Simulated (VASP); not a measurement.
# TiCo3 (Pm-3m) in VASP: single point with PBEsol+D4

Aim: the single point of TiCo3 with PBEsol+D4.

Everything below comes from runs of VASP 6.6.1. Logs are shortened: lines on timing, memory, paths and dates and some standing lists are left out, and cuts for length are marked.

## 1. The cell of the first run

Symmetry: Pm-3m, No. 221, cubic system. Conventional cell: a = 3.571 Å, b = 3.571 Å, c = 3.571 Å, α = 90.00°, β = 90.00°, γ = 90.00°. Within 3.3 Å of Ti (site symmetry m-3m) lie 12 Co at 2.53 Å. Co (site symmetry 4/mmm) has 4 Ti at 2.53 Å and 8 Co at 2.53 Å within 3.3 Å.

## 2. Single point, PBEsol+D4, collinear spin, ferromagnetic start

File INCAR:

```
  ALGO = Normal
  EDIFF = 1E-6
  ENCUT = 520
  GGA = PS
  ISIF = 2
  ISMEAR = -1
  ISPIN = 2
  IVDW = 13
  LASPH = True
  LCHARG = False
  LMAXMIX = 4
  LORBIT = 11
  LREAL = False
  LWAVE = False
  MAGMOM = 0 3.2 3.2 3.2
  NBANDS = 32
  NELM = 150
  PREC = Accurate
  SIGMA = 0.1
```

File KPOINTS:

```
k-points
0
Gamma
  5 5 5
```

File POSCAR:

```
TiCo3
1.0
    3.5710000000      0.0000000000      0.0000000000
    0.0000000000      3.5710000000      0.0000000000
    0.0000000000      0.0000000000      3.5710000000
Ti Co
1 3
Direct
    0.0000000000      0.0000000000      0.0000000000
    0.0000000000      0.5000000000      0.5000000000
    0.5000000000      0.0000000000      0.5000000000
    0.5000000000      0.5000000000      0.0000000000
```

Potentials or basis: VASP PAW PBE potentials, release 64 (Ti_sv, Co).

Run with:

```
> cat potpaw_PBE.64/Ti_sv/POTCAR potpaw_PBE.64/Co/POTCAR > POTCAR
> mpirun -np 1 vasp_std > vasp.out
```

OUTCAR:

```text
EDIFF = 1E-6
   ENCUT = 520
   GGA = PS
   ISIF = 2
   ISMEAR = -1
   ISPIN = 2
   IVDW = 13
   LASPH = True
   LORBIT = 11
   LREAL = False
   NELM = 150
   PREC = Accurate

 ion  position               nearest neighbor table
   1  0.000  0.000  0.000-   2 2.53   3 2.53   4 2.53   2 2.53   3 2.53   2 2.53   4 2.53   2 2.53
                             3 2.53   4 2.53   3 2.53   4 2.53
   2  0.000  0.500  0.500-   1 2.53   3 2.53   4 2.53   1 2.53   4 2.53   1 2.53   3 2.53   1 2.53
                             3 2.53   4 2.53   4 2.53   3 2.53
   3  0.500  0.000  0.500-   1 2.53   2 2.53   4 2.53   1 2.53   4 2.53   2 2.53   4 2.53   4 2.53
                             1 2.53   2 2.53   1 2.53   2 2.53
   4  0.500  0.500  0.000-   1 2.53   2 2.53   3 2.53   2 2.53   3 2.53   1 2.53   3 2.53   3 2.53
                             1 2.53   2 2.53   2 2.53   1 2.53

  LATTYP: Found a simple cubic cell.
 ALAT       =     3.5710000000

  Lattice vectors:

 A1 = (   3.5710000000,   0.0000000000,   0.0000000000)
 A2 = (   0.0000000000,   3.5710000000,   0.0000000000)
 A3 = (   0.0000000000,   0.0000000000,   3.5710000000)

Analysis of symmetry for initial positions (statically):
=====================================================================
 Subroutine PRICEL returns:
 Original cell was already a primitive cell.

 Routine SETGRP: Setting up the symmetry group for a
 simple cubic supercell.

 Subroutine GETGRP returns: Found 48 space group operations
 (whereof 48 operations were pure point group operations)
 out of a pool of 48 trial point group operations.

The static configuration has the point symmetry O_h .

Analysis of symmetry for dynamics (positions and initial velocities):
=====================================================================
 Subroutine PRICEL returns:
 Original cell was already a primitive cell.

 Routine SETGRP: Setting up the symmetry group for a
 simple cubic supercell.

 Subroutine GETGRP returns: Found 48 space group operations
 (whereof 48 operations were pure point group operations)
 out of a pool of 48 trial point group operations.

The dynamic configuration has the point symmetry O_h .

Analysis of structural, dynamic, and magnetic symmetry:
=====================================================================
 Subroutine PRICEL returns:
 Original cell was already a primitive cell.

 Routine SETGRP: Setting up the symmetry group for a
 simple cubic supercell.

 Subroutine GETGRP returns: Found 48 space group operations
 (whereof 48 operations were pure point group operations)
 out of a pool of 48 trial point group operations.

The overall configuration has the point symmetry O_h .

 Subroutine INISYM returns: Found 48 space group operations
 (whereof 48 operations are pure point group operations),
 and found     1 'primitive' translations

----------------------------------------------------------------------------------------

                                     Primitive cell

  volume of cell :      45.5375

  direct lattice vectors                    reciprocal lattice vectors
     3.571000000  0.000000000  0.000000000     0.280033604  0.000000000  0.000000000
     0.000000000  3.571000000  0.000000000     0.000000000  0.280033604  0.000000000
     0.000000000  0.000000000  3.571000000     0.000000000  0.000000000  0.280033604

  length of vectors
     3.571000000  3.571000000  3.571000000     0.280033604  0.280033604  0.280033604

  position of ions in fractional coordinates (direct lattice)
     0.000000000  0.000000000  0.000000000
     0.000000000  0.500000000  0.500000000
     0.500000000  0.000000000  0.500000000
     0.500000000  0.500000000  0.000000000

  ion indices of the primitive-cell ions
   primitive index   ion index
                 1           1
                 2           2
                 3           3
                 4           4

----------------------------------------------------------------------------------------

 KPOINTS: k-points

Automatic generation of k-mesh.
 Grid dimensions read from file:
 generate k-points for:    5    5    5

 Generating k-lattice:

  Cartesian coordinates                     Fractional coordinates (reciprocal lattice)
     0.056006721  0.000000000  0.000000000     0.200000000  0.000000000  0.000000000
     0.000000000  0.056006721  0.000000000     0.000000000  0.200000000  0.000000000
     0.000000000  0.000000000  0.056006721     0.000000000  0.000000000  0.200000000

  Length of vectors
     0.056006721  0.056006721  0.056006721

  Shift w.r.t. Gamma in fractional coordinates (k-lattice)
     0.000000000  0.000000000  0.000000000

 Subroutine IBZKPT returns following result:
 ===========================================

 Found     10 irreducible k-points:

 Following reciprocal coordinates:
            Coordinates               Weight
  0.000000  0.000000  0.000000      1.000000
  0.200000  0.000000  0.000000      6.000000
  0.400000  0.000000  0.000000      6.000000
  0.200000  0.200000  0.000000     12.000000
  0.400000  0.200000  0.000000     24.000000
  0.400000  0.400000  0.000000     12.000000
  0.200000  0.200000  0.200000      8.000000
  0.400000  0.200000  0.200000     24.000000
  0.400000  0.400000  0.200000     24.000000
  0.400000  0.400000  0.400000      8.000000
   k-points           NKPTS =     10   k-points in BZ     NKDIM =     10   number of bands    NBANDS=     32
   number of dos      NEDOS =    301   number of ions     NIONS =      4
   total plane-waves  NPLWV =  21952
   dimension x,y,z NGX =    28 NGY =   28 NGZ =   28
   dimension x,y,z NGXF=    56 NGYF=   56 NGZF=   56
   ions per type =               1   3
   NGX,Y,Z   is equivalent  to a cutoff of  13.04, 13.04, 13.04 a.u.
   NGXF,Y,Z  is equivalent  to a cutoff of  26.07, 26.07, 26.07 a.u.
 SYSTEM =  unknown system
   PREC   = accura    normal or accurate (medium, high low for compatibility)
   ISTART =      0    job   : 0-new  1-cont  2-samecut
   ICHARG =      2    charge: 1-file 2-atom 10-const
   ISPIN  =      2    spin polarized calculation?
   LNONCOLLINEAR =      F non collinear calculations
   LSORBIT =      F    spin-orbit coupling
   LASPH  =      T    aspherical Exc in radial PAW
   ENCUT  =  520.0 eV  38.22 Ry    6.18 a.u.   6.64  6.64  6.64*2*pi/ulx,y,z
   NELM   =    150;   NELMIN=  2; NELMDL= -5     # of ELM steps
   EDIFF  = 0.1E-05   stopping-criterion for ELM
   LREAL  =      F    real-space projection
   EDIFFG = 0.1E-04   stopping-criterion for IOM
   NSW    =      0    number of steps for IOM
   IBRION =     -1    ionic relax: 0-MD 1-quasi-New 2-CG
   NFREE  =      0    steps in history (QN), initial steepest desc. (CG)
   ISIF   =      2    stress and relaxation
   ISYM   =      2    0-nonsym 1-usesym 2-fastsym
   POTIM  = 0.5000    time-step for ionic-motion
   TEBEG  =    0.0;   TEEND  =   0.0 temperature during run
   PSTRESS=    0.0 pullay stress
   NELECT =      39.0000    total number of electrons
   NUPDOWN=      -1.0000    fix difference up-down
   EMIN   =  10.00;   EMAX   =-10.00  energy-range for DOS
   EFERMI =   0.00;   METHOD = LEGACY
   ISMEAR =    -1;   SIGMA  =   0.10  broadening in eV -4-tet -1-fermi 0-gaus
   EFERMI_NEDOS =   21; number of points for ismear=-14 and -15
   IALGO  =     38    algorithm
   IMIX   =      4    mixing-type and parameters
     AMIX     =   0.40;   BMIX     =  1.00
     AMIX_MAG =   1.60;   BMIX_MAG =  1.00
  volume/ion in A,a.u.               =      11.38        76.83
  Fermi-wavevector in a.u.,A,eV,Ry     =   1.554676  2.937911 32.885512  2.417017
  Thomas-Fermi vector in A             =   2.658727
   LORBIT       =     11    0 simple, 1 ext, 2 COOP (PROOUT), +10 PAW based schemes
   GGA     = PS    functional components
   LHFCALC =     F    Hartree Fock is set to
   AEXX    =    0.0000 exact exchange contribution
   IVDW    =    13    specifies the selected vdW correction
   LEPSILON=     F    determine dielectric tensor
   LRPA    =     F    only Hartree local field effects (RPA)
 spin polarized calculation
  energy-cutoff  :      520.00
  volume of cell :       45.54
 maximum number of plane-waves:      1245
 NGX is ok and might be reduce to    28
   NGX = 13   NGY = 13   NGZ = 13

 number of electron      39.0000040 magnetization       1.8797276

 Free energy of the ion-electron system (eV)
  ---------------------------------------------------
  ext. energy  EPLUGINS =         0.00000000
  ---------------------------------------------------
  free energy    TOTEN  =       -32.76526609 eV

  energy without entropy =      -32.58026325  energy(sigma->0) =      -32.67276467

 E-fermi :  10.2910     XC(G=0): -13.4548

 val. band max:       10.2858499766   @ k =   0.4000   0.0000   0.0000
 cond. band min:      10.3012832536   @ k =   0.2000   0.2000   0.0000
 fundamental gap:      0.0154332770
 Fermi energy:        10.2909709626

 spin component 1

 k-point     1 :       0.0000    0.0000    0.0000
  band No.  band energies     occupation
      1     -45.8740      1.00000
      2     -22.2299      1.00000
      3     -22.2299      1.00000
      4     -22.2299      1.00000
      5       2.1522      1.00000
      6       5.7200      1.00000
[... 23 lines left out ...]
     30      21.7423      0.00000
     31      21.7423      0.00000

 k-point     2 :       0.2000    0.0000    0.0000
  band No.  band energies     occupation
      1     -45.8723      1.00000
      2     -22.2532      1.00000
      3     -22.2308      1.00000
      4     -22.2308      1.00000
      5       2.6846      1.00000
      6       5.8857      1.00000
[... 23 lines left out ...]
     30      21.5375      0.00000
     31      23.3466      0.00000

 k-point     3 :       0.4000    0.0000    0.0000
  band No.  band energies     occupation
      1     -45.8696      1.00000
      2     -22.2906      1.00000
      3     -22.2323      1.00000
      4     -22.2323      1.00000
      5       4.1087      1.00000
      6       5.6591      1.00000
[... 227 lines left out ...]
     30      20.4058      0.00000
     31      20.7584      0.00000

 k-point    10 :       0.4000    0.4000    0.4000
  band No.  band energies     occupation
      1     -45.8650      1.00000
      2     -22.2730      1.00000
      3     -22.2694      1.00000
      4     -22.2694      1.00000
      5       5.6770      1.00000
      6       5.9839      1.00000
[... 23 lines left out ...]
     30      18.7099      0.00000
     31      19.1873      0.00000
 Fermi energy:        10.2909709626

 spin component 2

 k-point     1 :       0.0000    0.0000    0.0000
  band No.  band energies     occupation
      1     -46.1335      1.00000
      2     -22.4928      1.00000
      3     -22.4928      1.00000
      4     -22.4928      1.00000
      5       2.1317      1.00000
      6       6.0420      1.00000
[... 23 lines left out ...]
     30      21.8882      0.00000
     31      21.9331      0.00000

 k-point     2 :       0.2000    0.0000    0.0000
  band No.  band energies     occupation
      1     -46.1319      1.00000
      2     -22.5160      1.00000
      3     -22.4938      1.00000
      4     -22.4938      1.00000
      5       2.6661      1.00000
      6       6.1986      1.00000
[... 23 lines left out ...]
     30      21.7266      0.00000
     31      23.3838      0.00000

 k-point     3 :       0.4000    0.0000    0.0000
  band No.  band energies     occupation
      1     -46.1292      1.00000
      2     -22.5531      1.00000
      3     -22.4952      1.00000
      4     -22.4952      1.00000
      5       4.1112      1.00000
      6       5.7732      1.00000
[... 227 lines left out ...]
     30      20.5158      0.00000
     31      20.9013      0.00000

 k-point    10 :       0.4000    0.4000    0.4000
  band No.  band energies     occupation
      1     -46.1247      1.00000
      2     -22.5357      1.00000
      3     -22.5321      1.00000
      4     -22.5321      1.00000
      5       5.8978      1.00000
      6       6.2583      1.00000
[... 23 lines left out ...]
     30      18.8271      0.00000
     31      19.3267      0.00000
 [bands above 31 left out]

------------------------ aborting loop because EDIFF is reached ----------------------------------------

  DFT-D4 for vdW energy calculation

  Edisp (eV):   -0.88071

  FORCE on cell =-STRESS in cart. coord.  units (eV):
  Direction    XX          YY          ZZ          XY          YZ          ZX
  --------------------------------------------------------------------------------------
  -------------------------------------------------------------------------------------
  Total      -2.47739    -2.47739    -2.47739    -0.00000    -0.00000    -0.00000
  in kB     -87.16369   -87.16369   -87.16369    -0.00000    -0.00000    -0.00000
  external pressure =      -87.16 kB  Pullay stress =        0.00 kB

 VOLUME and BASIS-vectors are now :
 -----------------------------------------------------------------------------
  energy-cutoff  :      520.00
  volume of cell :       45.54
      direct lattice vectors                 reciprocal lattice vectors
     3.571000000  0.000000000  0.000000000     0.280033604  0.000000000  0.000000000
     0.000000000  3.571000000  0.000000000     0.000000000  0.280033604  0.000000000
     0.000000000  0.000000000  3.571000000     0.000000000  0.000000000  0.280033604

 POSITION                                       TOTAL-FORCE (eV/Angst)
 -----------------------------------------------------------------------------------
      0.00000      0.00000      0.00000         0.000000      0.000000      0.000000
      0.00000      1.78550      1.78550         0.000000      0.000000      0.000000
      1.78550      0.00000      1.78550         0.000000      0.000000      0.000000
      1.78550      1.78550      0.00000         0.000000      0.000000      0.000000
 -----------------------------------------------------------------------------------
    total drift:                                0.000000      0.000000      0.000000

  FREE ENERGIE OF THE ION-ELECTRON SYSTEM (eV)
  ---------------------------------------------------
  free  energy   TOTEN  =       -33.6459724167 eV

  energy  without entropy=      -33.4609695786  energy(sigma->0) =      -33.55347100

 total charge

# of ion       s       p       d       tot
------------------------------------------
    1        2.270   6.201   1.958  10.429
    2        0.513   0.516   7.333   8.362
    3        0.513   0.516   7.333   8.362
    4        0.513   0.516   7.333   8.362
--------------------------------------------------
tot          3.810   7.749  23.956  35.516

 magnetization (x)

# of ion       s       p       d       tot
------------------------------------------
    1       -0.007  -0.022  -0.272  -0.301
    2       -0.004  -0.020   0.778   0.753
    3       -0.004  -0.020   0.778   0.753
    4       -0.004  -0.020   0.778   0.753
--------------------------------------------------
tot         -0.021  -0.083   2.063   1.959
```

It took 89 s on 1 thread of Intel Xeon 6975P-C, shared host; peak memory 0.18 GiB.

What came out:

* Free energy: -33.6460 eV
* Pressure: -8.7 GPa
* Net moment: 1.88 μB per cell
* Site moments: Ti -0.30; Co +0.75 μB
* Valence electrons inside the program's atomic spheres: Ti 10.43; Co 8.36
* Dispersion energy per atom: -0.220 eV

Caveat: the PAW data sets were made with another functional, which shifts forces and pressure a little; pairwise dispersion overbinds metals, which lowers pressure and volume.
